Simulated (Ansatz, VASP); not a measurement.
One calculation of AlN, two programs

```xyz
2
Lattice="0.0000 2.1887 2.1887 2.1887 0.0000 2.1887 2.1887 2.1887 0.0000" Properties=species:S:1:pos:R:3 pbc="T T T"
Al    0.0000    0.0000    0.0000
N     1.0943    1.0943    1.0943
```

Alike in both runs: task single point; functional PBEsol; k mesh 10 × 10 × 10; occupations gaussian, width 0.02 eV; no spin polarisation.

|  | VASP | Ansatz |
| --- | --- | --- |
| version | VASP 6.6.1 | Ansatz 0.2.0 |
| potentials or method | VASP PAW PBE potentials, release 64 (Al, N), cutoff 600 eV | scalar-relativistic, plane waves, PAW |
| valence electrons in the cell | 8 | 8 |

Ansatz gave:

| Item | Value |
| --- | --- |
| gap on the k mesh at the Fermi level (eV) | 3.19 |
| least direct gap on the mesh (eV) | 4.06 |
| pressure (GPa) | 0.0 |

Task: Estimate VASP's values.

Result: gap on the k mesh at the Fermi level (eV): 3.18; least direct gap on the mesh (eV): 4.08; pressure (GPa): -0.1.

VASP's potentials were made for PBE, not for PBEsol, and Ansatz warns of the same on its side.
